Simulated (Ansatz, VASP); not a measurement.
## Ge3N4: VASP beside Ansatz

```xyz
14
Lattice="7.8026 0.0000 0.0000 -3.9013 6.7573 0.0000 0.0000 0.0000 3.1290" Properties=species:S:1:pos:R:3 pbc="T T T"
Ge    5.5826    1.6202    2.3467
Ge    1.3882    5.6448    0.7822
Ge    0.2932    2.7327    0.7822
Ge    3.6081    4.0246    2.3467
Ge    2.5131    1.1124    2.3467
Ge   -1.6813    5.1370    0.7822
N     3.9013    2.2524    2.3467
N     0.0000    4.5048    0.7822
N     1.4374    6.5807    2.3467
N     2.8223    4.5352    0.7822
N     6.4178    2.0455    0.7822
N    -2.5165    4.7118    2.3467
N     2.4639    0.1765    0.7822
N     1.0790    2.2220    2.3467
```

Change from the starting cell: epitaxial_xy strain -3.0%.

Alike in both runs: task single point; functional r2SCAN; k mesh 6 × 6 × 8; no spin polarisation.

|  | VASP | Ansatz |
| --- | --- | --- |
| version | VASP 6.6.1 | Ansatz 0.2.0 |
| potentials or method | VASP PAW PBE potentials, release 64 (Ge_d, N) | plane waves, PAW |
| plane-wave cutoff (eV) | 660 | 500 |
| occupations | gaussian, width 0.01 eV | fixed |
| valence electrons in the cell | 124 | 124 |

```csv
,VASP,Ansatz,Ansatz less VASP
gap on the k mesh at the Fermi level (eV),3.04,3.07,+0.024
pressure (GPa),9.9,9.2,-0.71
"traceless stress, the component that is largest in VASP (GPa)",-9.09,-9.16,-0.066
rms of the force components (eV/Å),0.003,0.000,-0.0027
```

VASP's potentials were made for PBE, not for r2SCAN. Atom by atom the forces differ by 0.003 eV/Å (rms over components).
